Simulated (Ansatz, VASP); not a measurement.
# Rh in VASP and in Ansatz

The input INCAR:

```
SYSTEM = Rh
PREC     = Accurate       ! precision mode
ENCUT    = 520            ! plane-wave cutoff, eV
EDIFF    = 1E-7           ! SCF threshold, eV
ISMEAR   = 0              ! smearing method
SIGMA    = 0.15           ! smearing width, eV
LREAL    = .FALSE.        ! projectors in reciprocal space
LASPH    = .TRUE.         ! aspherical terms in the spheres
NELM     = 100            ! most SCF steps
ALGO     = Fast           ! electronic algorithm
ISIF     = 2              ! what is computed and relaxed
LWAVE    = .FALSE.        ! write WAVECAR
LCHARG   = .FALSE.        ! write CHGCAR
GGA      = PS             ! functional
NBANDS   = 38             ! bands
```

The input KPOINTS:

```
regular mesh
0
G
  18 18 6
  0 0 0
```

POSCAR

```
Rh
1.0
    2.6488000000      0.0000000000      0.0000000000
   -1.3244000000      2.2939280895      0.0000000000
    0.0000000000      0.0000000000      8.9602000000
Rh
4
Direct
    0.0000000000      0.0000000000      0.0000000000
    0.3333333333      0.6666666667      0.2500000000
    0.0000000000      0.0000000000      0.5000000000
    0.6666666667      0.3333333333      0.7500000000
```

Input for Ansatz:

```yaml
crystal:
  lattice:
    - [2.6488, 0.0, 0.0]
    - [-1.3244, 2.2939280895, 0.0]
    - [0.0, 0.0, 8.9602]
  atoms:
    - { symbol: Rh, position: [0.0, 0.0, 0.0] }
    - { symbol: Rh, position: [0.3333333333, 0.6666666667, 0.25] }
    - { symbol: Rh, position: [0.0, 0.0, 0.5] }
    - { symbol: Rh, position: [0.6666666667, 0.3333333333, 0.75] }
basis:
  ecutwfc: 420
kpoints:
  mp_grid: { grid: [18, 18, 6] }
hamiltonian:
  xc: pbesol
  pseudopotentials: { kind: paw, azcp: { folder: soft_1 } }
scf:
  occupations: { method: gaussian, width: 0.15 }
output:
  forces: true
  stress: true
  eigenvalues: true
  write_density: true
  write_potential: true
  elf: true
  volumetric_format: npy
```

Alike in both runs: task single point; functional PBEsol; k mesh 18 × 18 × 6; occupations gaussian, width 0.15 eV; no spin polarisation.

```csv
,VASP,Ansatz
version,VASP 6.6.1,Ansatz 0.2.0
potentials or method,"VASP PAW PBE potentials, release 64 (Rh_pv), cutoff 520 eV","scalar-relativistic, plane waves, PAW"
valence electrons in the cell,60,68
```

|  | VASP | Ansatz | Ansatz less VASP |
| --- | --- | --- | --- |
| gap on the k mesh at the Fermi level (eV) | none | none | - |
| pressure (GPa) | -1.4 | -1.3 | +0.10 |
| traceless stress, the component that is largest in VASP (GPa) | -8.88 | -8.89 | -0.016 |

VASP's potentials were made for PBE, not for PBEsol, and Ansatz warns of the same on its side. A gap of «none» marks a metal or a gap that the smearing closes. VASP's potentials hold 60 valence electrons a cell and Ansatz's 68, so a difference there can come from the potentials and not from the codes.
